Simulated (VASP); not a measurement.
# NaTiPt2 (P4/mmm) in VASP: notebook

NaTiPt2 is run at these levels: PBE; tasks: single point.

Program: VASP 6.6.1. These are calculated values, not measurements. Logs are shortened: lines on timing, memory, paths and dates and some standing lists are left out, and cuts for length are marked.

### 1 The cell of the first run

The structure is tetragonal, space group P4/mmm (No. 123). The conventional cell has a = 5.074 Å, b = 5.074 Å, c = 2.714 Å, α = 90.00°, β = 90.00°, γ = 90.00°. Within 3.3 Å of Na (site symmetry 4/mmm) lie 4 Pt at 2.54 Å and 2 Na at 2.71 Å. Ti (site symmetry 4/mmm) has 2 Ti at 2.71 Å and 8 Pt at 2.88 Å within 3.6 Å. Within 3.3 Å of Pt (site symmetry mmm) lie 2 Na at 2.54 Å and 2 Pt at 2.71 Å and 4 Ti at 2.88 Å.

The cell was generated, and may not be a known phase.

### 2 Single point, PBE, collinear spin

The input, INCAR:

```
SYSTEM = NaTiPt2
PREC     = Accurate       ! precision mode
ENCUT    = 500            ! plane-wave cutoff, eV
EDIFF    = 1E-6           ! SCF threshold, eV
ISMEAR   = 0              ! smearing method
SIGMA    = 0.1            ! smearing width, eV
LREAL    = .False.        ! projectors in reciprocal space
LASPH    = .True.         ! aspherical terms in the spheres
NELM     = 200            ! most SCF steps
ALGO     = Normal         ! electronic algorithm
ISIF     = 2              ! what is computed and relaxed
LWAVE    = .False.        ! write WAVECAR
LCHARG   = .False.        ! write CHGCAR
ISPIN    = 2              ! spin polarisation
MAGMOM   = 0 1 0 0        ! initial moments
LORBIT   = 11             ! projections on sites
LMAXMIX  = 4              ! l up to which the mixer works
GGA      = PE             ! functional
NBANDS   = 32             ! bands
GGA_COMPAT= .False.
```

The input, KPOINTS:

```
Automatic mesh
0
Gamma
  4 4 6
  0 0 0
```

The input, POSCAR:

```
NaTiPt2
1.0
    5.0743853565      0.0000000000      0.0000000000
    0.0000000000      5.0743853565      0.0000000000
    0.0000000000      0.0000000000      2.7140985587
Na Ti Pt
1 1 2
Direct
    0.0000000000      0.0000000000      0.5000000000
    0.5000000000      0.5000000000      0.0000000000
    0.0000000000      0.5000000000      0.5000000000
    0.5000000000      0.0000000000      0.5000000000
```

Potentials or basis: VASP PAW PBE potentials, release 64 (Na_pv, Ti_sv, Pt).

Run with:

```sh
$ cat potpaw_PBE.64/Na_pv/POTCAR potpaw_PBE.64/Ti_sv/POTCAR potpaw_PBE.64/Pt/POTCAR > POTCAR
$ mpirun -np 1 vasp_std > vasp.out
```

OUTCAR:

```text
SYSTEM = NaTiPt2
   PREC = Accurate
   ENCUT = 500
   EDIFF = 1E-6
   ISMEAR = 0
   LREAL = .False.
   LASPH = .True.
   NELM = 200
   ISIF = 2
   ISPIN = 2
   LORBIT = 11
   GGA = PE

 ion  position               nearest neighbor table
   1  0.000  0.000  0.500-   3 2.54   4 2.54   3 2.54   4 2.54
   2  0.500  0.500  0.000-   3 2.88   4 2.88   3 2.88   4 2.88   4 2.88   4 2.88   3 2.88   3 2.88

   3  0.000  0.500  0.500-   1 2.54   1 2.54   2 2.88   2 2.88   2 2.88   2 2.88
   4  0.500  0.000  0.500-   1 2.54   1 2.54   2 2.88   2 2.88   2 2.88   2 2.88

  LATTYP: Found a simple tetragonal cell.
 ALAT       =     5.0743853565
 C/A-ratio  =     0.5348625238

  Lattice vectors:

 A1 = (   5.0743853565,   0.0000000000,   0.0000000000)
 A2 = (   0.0000000000,   5.0743853565,   0.0000000000)
 A3 = (   0.0000000000,   0.0000000000,   2.7140985587)

Analysis of symmetry for initial positions (statically):
=====================================================================
 Subroutine PRICEL returns:
 Original cell was already a primitive cell.

 Routine SETGRP: Setting up the symmetry group for a
 simple tetragonal supercell.

 Subroutine GETGRP returns: Found 16 space group operations
 (whereof 16 operations were pure point group operations)
 out of a pool of 16 trial point group operations.

The static configuration has the point symmetry D_4h.

Analysis of symmetry for dynamics (positions and initial velocities):
=====================================================================
 Subroutine PRICEL returns:
 Original cell was already a primitive cell.

 Routine SETGRP: Setting up the symmetry group for a
 simple tetragonal supercell.

 Subroutine GETGRP returns: Found 16 space group operations
 (whereof 16 operations were pure point group operations)
 out of a pool of 16 trial point group operations.

The dynamic configuration has the point symmetry D_4h.

Analysis of structural, dynamic, and magnetic symmetry:
=====================================================================
 Subroutine PRICEL returns:
 Original cell was already a primitive cell.

 Routine SETGRP: Setting up the symmetry group for a
 simple tetragonal supercell.

 Subroutine GETGRP returns: Found 16 space group operations
 (whereof 16 operations were pure point group operations)
 out of a pool of 16 trial point group operations.

The overall configuration has the point symmetry D_4h.

 Subroutine INISYM returns: Found 16 space group operations
 (whereof 16 operations are pure point group operations),
 and found     1 'primitive' translations

----------------------------------------------------------------------------------------

                                     Primitive cell

  volume of cell :      69.8864

  direct lattice vectors                    reciprocal lattice vectors
     5.074385356  0.000000000  0.000000000     0.197068202  0.000000000  0.000000000
     0.000000000  5.074385356  0.000000000     0.000000000  0.197068202  0.000000000
     0.000000000  0.000000000  2.714098559     0.000000000  0.000000000  0.368446458

  length of vectors
     5.074385356  5.074385356  2.714098559     0.197068202  0.197068202  0.368446458

  position of ions in fractional coordinates (direct lattice)
     0.000000000  0.000000000  0.500000000
     0.500000000  0.500000000  0.000000000
     0.000000000  0.500000000  0.500000000
     0.500000000  0.000000000  0.500000000

  ion indices of the primitive-cell ions
   primitive index   ion index
                 1           1
                 2           2
                 3           3
                 4           4

----------------------------------------------------------------------------------------

 KPOINTS: Automatic mesh

Automatic generation of k-mesh.
 Grid dimensions read from file:
 generate k-points for:    4    4    6

 Generating k-lattice:

  Cartesian coordinates                     Fractional coordinates (reciprocal lattice)
     0.049267051  0.000000000  0.000000000     0.250000000  0.000000000  0.000000000
     0.000000000  0.049267051  0.000000000     0.000000000  0.250000000  0.000000000
     0.000000000  0.000000000  0.061407743     0.000000000  0.000000000  0.166666667

  Length of vectors
     0.049267051  0.049267051  0.061407743

  Shift w.r.t. Gamma in fractional coordinates (k-lattice)
     0.000000000  0.000000000  0.000000000

 Subroutine IBZKPT returns following result:
 ===========================================

 Found     24 irreducible k-points:

 Following reciprocal coordinates:
            Coordinates               Weight
  0.000000  0.000000  0.000000      1.000000
  0.250000  0.000000  0.000000      4.000000
  0.500000  0.000000  0.000000      2.000000
  0.250000  0.250000  0.000000      4.000000
  0.500000  0.250000  0.000000      4.000000
  0.500000  0.500000  0.000000      1.000000
[... 16 lines left out ...]
  0.500000  0.250000  0.500000      4.000000
  0.500000  0.500000  0.500000      1.000000
   k-points           NKPTS =     24   k-points in BZ     NKDIM =     24   number of bands    NBANDS=     32
   number of dos      NEDOS =    301   number of ions     NIONS =      4
   total plane-waves  NPLWV =  32000
   dimension x,y,z NGX =    40 NGY =   40 NGZ =   20
   dimension x,y,z NGXF=    80 NGYF=   80 NGZF=   40
   ions per type =               1   1   2
   NGX,Y,Z   is equivalent  to a cutoff of  13.10, 13.10, 12.25 a.u.
   NGXF,Y,Z  is equivalent  to a cutoff of  26.21, 26.21, 24.50 a.u.
 SYSTEM =  NaTiPt2
   PREC   = accura    normal or accurate (medium, high low for compatibility)
   ISTART =      0    job   : 0-new  1-cont  2-samecut
   ICHARG =      2    charge: 1-file 2-atom 10-const
   ISPIN  =      2    spin polarized calculation?
   LNONCOLLINEAR =      F non collinear calculations
   LSORBIT =      F    spin-orbit coupling
   LASPH  =      T    aspherical Exc in radial PAW
   ENCUT  =  500.0 eV  36.75 Ry    6.06 a.u.   9.25  9.25  4.95*2*pi/ulx,y,z
   NELM   =    200;   NELMIN=  2; NELMDL= -5     # of ELM steps
   EDIFF  = 0.1E-05   stopping-criterion for ELM
   LREAL  =      F    real-space projection
   EDIFFG = 0.1E-04   stopping-criterion for IOM
   NSW    =      0    number of steps for IOM
   IBRION =     -1    ionic relax: 0-MD 1-quasi-New 2-CG
   NFREE  =      0    steps in history (QN), initial steepest desc. (CG)
   ISIF   =      2    stress and relaxation
   ISYM   =      2    0-nonsym 1-usesym 2-fastsym
   POTIM  = 0.5000    time-step for ionic-motion
   TEBEG  =    0.0;   TEEND  =   0.0 temperature during run
   PSTRESS=    0.0 pullay stress
   NELECT =      39.0000    total number of electrons
   NUPDOWN=      -1.0000    fix difference up-down
   EMIN   =  10.00;   EMAX   =-10.00  energy-range for DOS
   EFERMI =   0.00;   METHOD = LEGACY
   ISMEAR =     0;   SIGMA  =   0.10  broadening in eV -4-tet -1-fermi 0-gaus
   EFERMI_NEDOS =   21; number of points for ismear=-14 and -15
   IALGO  =     38    algorithm
   IMIX   =      4    mixing-type and parameters
     AMIX     =   0.40;   BMIX     =  1.00
     AMIX_MAG =   1.60;   BMIX_MAG =  1.00
  volume/ion in A,a.u.               =      17.47       117.90
  Fermi-wavevector in a.u.,A,eV,Ry     =   1.347821  2.547012 24.716633  1.816621
  Thomas-Fermi vector in A             =   2.475540
   LORBIT       =     11    0 simple, 1 ext, 2 COOP (PROOUT), +10 PAW based schemes
   GGA     = PE    functional components
   LHFCALC =     F    Hartree Fock is set to
   AEXX    =    0.0000 exact exchange contribution
   IVDW    =     0    specifies the selected vdW correction
   LEPSILON=     F    determine dielectric tensor
   LRPA    =     F    only Hartree local field effects (RPA)
 spin polarized calculation
 Gauss-broadening in eV      SIGMA  =   0.10
  energy-cutoff  :      500.00
  volume of cell :       69.89
 maximum number of plane-waves:      1832
 NGX is ok and might be reduce to    40
   NGX = 19   NGY = 19   NGZ =  9

 number of electron      38.9999992 magnetization       0.2626503

 Free energy of the ion-electron system (eV)
  ---------------------------------------------------
  ext. energy  EPLUGINS =         0.00000000
  ---------------------------------------------------
  free energy    TOTEN  =       -22.03793741 eV

  energy without entropy =      -22.02499707  energy(sigma->0) =      -22.03146724

 E-fermi :   6.6495     XC(G=0): -11.3038

 val. band max:        6.6339400132   @ k =   0.5000   0.5000   0.0000
 cond. band min:       6.6567273654   @ k =   0.5000   0.0000   0.5000
 fundamental gap:      0.0227873522
 Fermi energy:         6.6495425602

 spin component 1

 k-point     1 :       0.0000    0.0000    0.0000
  band No.  band energies     occupation
      1     -50.7942      1.00000
      2     -27.0660      1.00000
      3     -27.0660      1.00000
      4     -26.5352      1.00000
      5     -16.3256      1.00000
      6     -16.3256      1.00000
[... 805 lines left out ...]
     30      16.2144      0.00000
     31      19.2214      0.00000
 Fermi energy:         6.6495425602

 spin component 2

 k-point     1 :       0.0000    0.0000    0.0000
  band No.  band energies     occupation
      1     -50.5988      1.00000
      2     -26.8932      1.00000
      3     -26.8932      1.00000
      4     -26.2956      1.00000
      5     -16.3259      1.00000
      6     -16.3259      1.00000
[... 805 lines left out ...]
     30      16.3228      0.00000
     31      19.2287      0.00000
 [bands above 31 left out]

------------------------ aborting loop because EDIFF is reached ----------------------------------------

  FORCE on cell =-STRESS in cart. coord.  units (eV):
  Direction    XX          YY          ZZ          XY          YZ          ZX
  --------------------------------------------------------------------------------------
  -------------------------------------------------------------------------------------
  Total        0.1329697      0.1329697     -0.0799637      0.0000000      0.0000000      0.0000000
  in kB        3.0483905      3.0483905     -1.8332048      0.0000000      0.0000000      0.0000000
  external PRESSURE =       1.4211921 kB  Pullay stress =       0.0000000 kB

 VOLUME and BASIS-vectors are now :
 -----------------------------------------------------------------------------
  energy-cutoff  :      500.00
  volume of cell :       69.89
      direct lattice vectors                 reciprocal lattice vectors
     5.074385356  0.000000000  0.000000000     0.197068202  0.000000000  0.000000000
     0.000000000  5.074385356  0.000000000     0.000000000  0.197068202  0.000000000
     0.000000000  0.000000000  2.714098559     0.000000000  0.000000000  0.368446458

 POSITION                                       TOTAL-FORCE (eV/Angst)
 -----------------------------------------------------------------------------------
      0.00000      0.00000      1.35705         0.000000      0.000000      0.000000
      2.53719      2.53719      0.00000         0.000000      0.000000      0.000000
      0.00000      2.53719      1.35705         0.000000      0.000000      0.000000
      2.53719      0.00000      1.35705         0.000000      0.000000      0.000000
 -----------------------------------------------------------------------------------
    total drift:                                0.000000      0.000000     -0.000000

  FREE ENERGIE OF THE ION-ELECTRON SYSTEM (eV)
  ---------------------------------------------------
  free  energy   TOTEN  =       -22.0379374095 eV

  energy  without entropy=      -22.0249970685  energy(sigma->0) =      -22.03146724

 total charge

# of ion       s       p       d       tot
------------------------------------------
    1        0.129   6.041   0.000   6.170
    2        2.209   6.097   1.784  10.091
    3        0.771   0.358   8.135   9.264
    4        0.771   0.358   8.135   9.264
--------------------------------------------------
tot          3.880  12.855  18.055  34.789

 magnetization (x)

# of ion       s       p       d       tot
------------------------------------------
    1       -0.000  -0.000   0.000  -0.000
    2        0.004   0.006   0.199   0.209
    3       -0.002   0.006  -0.005  -0.001
    4       -0.002   0.006  -0.005  -0.001
--------------------------------------------------
tot         -0.001   0.019   0.189   0.208
```

Wall time 66 s (1 thread of AMD EPYC 9R45 (Zen 5), shared host); peak memory 0.21 GiB.

What came out:

* Free energy: -22.0379 eV
* Pressure: 0.1 GPa
* Net moment: 0.26 μB per cell
* Site moments: Na -0.00; Ti +0.21; Pt -0.00 μB
* Valence electrons inside the program's atomic spheres: Na 6.17; Ti 10.09; Pt 9.26

Stress tensor (GPa, compression positive):
```
 0.30  0.00  0.00
 0.00  0.30  0.00
 0.00  0.00 -0.18
```

Caveat: the k points lie up to 0.39 Å⁻¹ apart; a moment this small can come from the mesh or the smearing; spin-orbit coupling is left out, which moves the levels of the heavy elements.

### 3 Single point, PBE

This run uses another cell than the first one, of 17.51 Å³/atom.

The input, INCAR:

```
SYSTEM = NaTiPt2
PREC = Accurate
ENCUT = 500
EDIFF = 1E-6
ISMEAR = 0
SIGMA = 0.1
LREAL = .FALSE.
LASPH = .TRUE.
NELM = 120
ALGO = Normal
ISIF = 2
LWAVE = .FALSE.
LCHARG = .FALSE.
GGA = PE
NBANDS = 28
GGA_COMPAT = .FALSE.
```

The input, KPOINTS:

```
Automatic mesh
0
G
  10 10 16
  0 0 0
```

The input, POSCAR:

```
NaTiPt2
1.0
    5.0895057515      0.0000000000      0.0000000000
    0.0000000000      5.0895057515      0.0000000000
    0.0000000000      0.0000000000      2.7037843622
Na Ti Pt
1 1 2
Direct
    0.0000000000      0.0000000000      0.5000000000
    0.5000000000      0.5000000000      0.0000000000
    0.0000000000      0.5000000000      0.5000000000
    0.5000000000      0.0000000000      0.5000000000
```

Potentials or basis: VASP PAW PBE potentials, release 64 (Na_pv, Ti_sv, Pt).

Run with:

```sh
$ cat potpaw_PBE.64/Na_pv/POTCAR potpaw_PBE.64/Ti_sv/POTCAR potpaw_PBE.64/Pt/POTCAR > POTCAR
$ mpirun -np 1 vasp_std > vasp.out
```

Wall time 3 min (1 thread of AMD EPYC 9R45 (Zen 5), shared host); peak memory 0.41 GiB.

It converged, with:

```
Free energy            : -21.9592 eV
Pressure               : 0.0 GPa
Band gap on the k mesh : zero (an odd number of electrons rules out a gap without spin polarisation)
```

Stress tensor (GPa, compression positive):
```
 0.03  0.00  0.00
 0.00  0.03  0.00
 0.00  0.00 -0.17
```

Levels at points of the mesh, in eV from the Fermi level:
| k point | band 18 | band 19 | band 20 | band 21 | band 22 | band 23 |
| --- | --- | --- | --- | --- | --- | --- |
| (0.00, 0.00, 0.00) | -0.43 | -0.43 | -0.38 | 0.25 | 0.25 | 1.67 |
| (0.50, 0.00, 0.00) | -0.81 | -0.46 | -0.46 | 0.04 | 1.09 | 2.21 |
| (0.50, 0.50, 0.00) | -0.92 | -0.68 | -0.57 | -0.41 | -0.32 | 0.02 |
| (0.00, 0.00, 0.50) | -0.92 | -0.88 | -0.25 | 0.21 | 1.05 | 3.56 |
| (0.50, 0.00, 0.50) | -0.14 | -0.12 | 1.34 | 1.76 | 2.02 | 2.80 |
| (0.50, 0.50, 0.50) | 1.56 | 1.80 | 1.83 | 1.83 | 1.91 | 1.91 |

Caveat: spin-orbit coupling is left out, which moves the levels of the heavy elements.

The gap in the log of VASP goes by the Fermi energy; the results here count the filled bands.